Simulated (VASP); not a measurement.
InP, 2 atoms in the cell. The structure is tetragonal, space group I4/mmm (No. 139). Conventional cell: a = 3.695 Å, b = 3.695 Å, c = 5.896 Å, α = 90.00°, β = 90.00°, γ = 90.00°. Within 3.4 Å of In (site symmetry 4/mmm) lie 6 P at 2.61 to 2.95 Å. Within 3.4 Å of P (site symmetry 4/mmm) lie 6 In at 2.61 to 2.95 Å.  This cell differs from its parent crystal: volume 20.124 Å^3 an atom, c/a of the conventional cell 1.1282.

* Program: VASP 6.6.1
* Task: single point
* Functional: PBE
* Potentials or basis: VASP PAW PBE potentials, release 64 (In_d, P)
* Cutoff: 520 eV
* k mesh: 20 × 20 × 20
* Occupations: gaussian, width 0.15 eV
* Spin: no spin polarisation
* Dipole correction: no
* Further INCAR settings: ALGO = Normal; EDIFF = 1e-06; NBANDS = 16

Potentials or basis: VASP PAW PBE potentials, release 64 (In_d, P).

Run with:

```console
$ cat potpaw_PBE.64/In_d/POTCAR potpaw_PBE.64/P/POTCAR > POTCAR
$ mpirun -np 1 vasp_std > vasp.out
```

Hardware: 1 thread of Intel(R) Xeon(R) Platinum 8488C (Sapphire Rapids) (shared host).

Estimate the wall time of this run.

Wall time 6.4 min on 1 thread of Intel(R) Xeon(R) Platinum 8488C (Sapphire Rapids) (shared host), peak memory 0.5 GiB. Counts: scf iterations 12, k points 641.
